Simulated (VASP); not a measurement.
Runs of VASP 6.6.1 on NaI. The structure is that of space group Fm-3m (No. 225), or close to it. The cells are those of the table. 

| level | cell | smearing | gap on the mesh (eV) | pressure (GPa) |
| --- | --- | --- | --- | --- |
| r2SCAN | a = 4.611, b = 4.567 Å, angles 60.3, 59.4, 60.3°, 2 atoms | gaussian 0.01 eV | (a) | (c) |
| PBE | a = 4.502, b = 4.502, c = 4.435 Å, angles 60.5, 60.5, 59.0°, 2 atoms | fermi-dirac 0.02 eV | 3.81 | (b) |
| PBE | a = 4.611, b = 4.567 Å, angles 60.3, 59.4, 60.3°, 2 atoms | fermi-dirac 0.02 eV | 3.59 | 0.2 |
| r2SCAN | a = 4.502, b = 4.502, c = 4.435 Å, angles 60.5, 60.5, 59.0°, 2 atoms | gaussian 0.01 eV | 4.63 | 1.1 |

Alike in all rows: task single point; potentials or basis VASP PAW PBE potentials, release 64 (Na_pv, I); no spin polarisation; k mesh 8 × 8 × 8; cutoff (eV) 520.

**Question.** Estimate the missing entries.

**Answer.** (a) 4.39; (b) 1.8; (c) -0.4.

Caveats: spin-orbit coupling is left out, which moves the levels of the heavy elements; the PAW data sets were made with another functional, which shifts forces and pressure a little (some runs).

A k mesh can miss the band edges, and the runs leave out spin-orbit coupling on I.
